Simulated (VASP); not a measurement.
Here is a VASP 6.6.1 calculation.

The input INCAR:

```
SYSTEM = ZnH20Cl2O10
PREC = Accurate ; ENCUT = 520
EDIFF = 1E-6 ; ISMEAR = -1
SIGMA = 0.05 ; LREAL = Auto
LASPH = .TRUE. ; NELM = 120
ALGO = Normal ; ISIF = 2
LWAVE = .FALSE. ; LCHARG = .FALSE.
GGA = PE ; NBANDS = 75
GGA_COMPAT = .FALSE.
```

Contents of KPOINTS:

```
Automatic mesh
0
G
  1 1 1
  0 0 0
```

Contents of POSCAR:

```
ZnH20Cl2O10
1.0
    6.9062330000      0.0000000000      0.0000000000
    0.0000000000      6.9062330000      0.0000000000
    0.0000000000      0.0000000000      6.9062330000
O H Zn Cl
10 20 1 2
Direct
    0.3460062816      0.3010903339      0.2792115470
    0.8363314704      0.8893270760      0.3754289784
    1.0826307192      0.1427551025      0.5327795920
    0.7937612299      0.1637940683      1.0408568608
    0.4605694595      0.9353579585      0.2274756731
    0.9482883071      0.8043169120      0.9541091359
    0.2484422405      0.6856994254      0.3836679127
    0.7969757174      0.4676355402      0.2846848637
    0.3514651185      0.9515751930      0.8374029663
    0.6010946923      0.2248403725      0.6016593996
    0.4768880517      0.3175102838      0.3317438030
    0.3421257290      0.3348134938      0.1385704768
    0.7105610251      0.9372692755      0.3140206825
    0.8973488152      1.0020947744      0.4441205502
    1.1517566812      0.2271426406      0.4419341195
    1.0691646227      0.2120837800      0.6537862247
    0.8681577931      0.2647897921      0.9790720933
    0.8752962722      0.0460743216      1.0187753584
    0.4210254708      1.0662686880      0.2581291422
    0.4494056311      0.9269452681      0.0837793917
    1.0161690172      0.6761862798      0.9407009581
    0.8060834322      0.7700435245      0.9417290149
    0.3445872736      0.7910680106      0.3181184301
    0.3120224875      0.5556574764      0.3693619952
    0.7231004225      0.5082655045      0.1671243933
    0.8501740384      0.3373474367      0.2534666873
    0.2159208935      0.9180402688      0.8105142123
    0.4266291045      0.8348400640      0.7997413351
    0.5128121220      0.1544112398      0.6897537341
    0.6195128372      0.3393890707      0.6810080112
   -0.0000434390      0.6794442064      0.2668893447
    0.5896991891      0.5885263356      0.9193289598
    0.1266537054      0.4222852024      0.9271045445
```

Potentials or basis: VASP PAW PBE potentials, release 64 (O, H, Zn, Cl).

Command:

```bash
$ cat potpaw_PBE.64/O/POTCAR potpaw_PBE.64/H/POTCAR potpaw_PBE.64/Zn/POTCAR potpaw_PBE.64/Cl/POTCAR > POTCAR
$ mpirun -np 1 vasp_gam > vasp.out
```

Question: Estimate the largest force.

Answer: 1.438 eV/Å.

Question: Predict the pressure.

Answer: 1.2 GPa.

Question: What does it give for the band gap on the k mesh?

Answer: 3.55 eV.

Forces in eV/Å, atoms in the order of the input:
```
O    0.201  0.292 -0.198
O   -1.044  0.717 -0.149
O   -0.426 -0.430 -0.564
O    0.026 -1.329  0.549
O    0.686 -1.197 -0.343
O    0.075  0.201  1.022
O    0.986 -0.290 -0.220
O    0.751  0.345  0.423
O    0.256 -0.273 -0.151
O   -0.585 -0.332  0.228
H    0.246 -0.024  0.279
H   -0.128  0.133  0.249
H    0.928 -0.705  0.460
H    0.249 -0.209 -0.045
H    0.239 -0.122  0.166
H    0.014  0.460  0.409
H    0.499  0.610 -0.608
H   -0.440  0.647  0.137
H   -0.567  0.957  0.281
H   -0.227  0.012 -0.003
H    0.004 -0.157 -0.787
H    0.332 -0.377 -0.320
H   -0.415 -0.285  0.227
H   -0.436  0.560  0.002
H   -0.439 -0.231 -0.482
H   -0.448  0.136 -0.237
H    0.235  0.135  0.053
H   -0.268  0.162  0.188
H    0.051 -0.318 -0.427
H    0.364  0.658  0.071
Zn  -0.788  0.271 -0.205
Cl  -0.008  0.086  0.056
Cl   0.074 -0.104 -0.061
```

Caveat: the k points lie up to 0.91 Å⁻¹ apart.
